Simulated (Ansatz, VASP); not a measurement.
**BN: VASP beside Ansatz**

```
CELL_PARAMETERS angstrom
0.00000 3.23814 2.16273
1.25097 0.00000 2.16273
1.25097 3.23814 0.00000
ATOMIC_POSITIONS crystal
B 0.00015 0.00015 0.99985
N 0.66655 0.66655 0.33345
```

Alike in both runs: task single point; functional PBEsol; k mesh 12 × 12 × 12; occupations gaussian, width 0.02 eV; no spin polarisation.

```csv
,VASP,Ansatz
version,VASP 6.6.1,Ansatz 0.2.0
potentials or method,"VASP PAW PBE potentials, release 64 (B, N), cutoff 520 eV","scalar-relativistic, plane waves, PAW"
valence electrons in the cell,8,8
```

```tsv
	VASP	Ansatz	Ansatz less VASP
gap on the k mesh at the Fermi level (eV)	3.36	3.37	+0.011
least direct gap on the mesh (eV)	4.48	4.48	+0.006
pressure (GPa)	2.3	2.0	-0.31
traceless stress, the component that is largest in VASP (GPa)	-0.49	-0.03	+0.457
```

VASP's potentials were made for PBE, not for PBEsol.
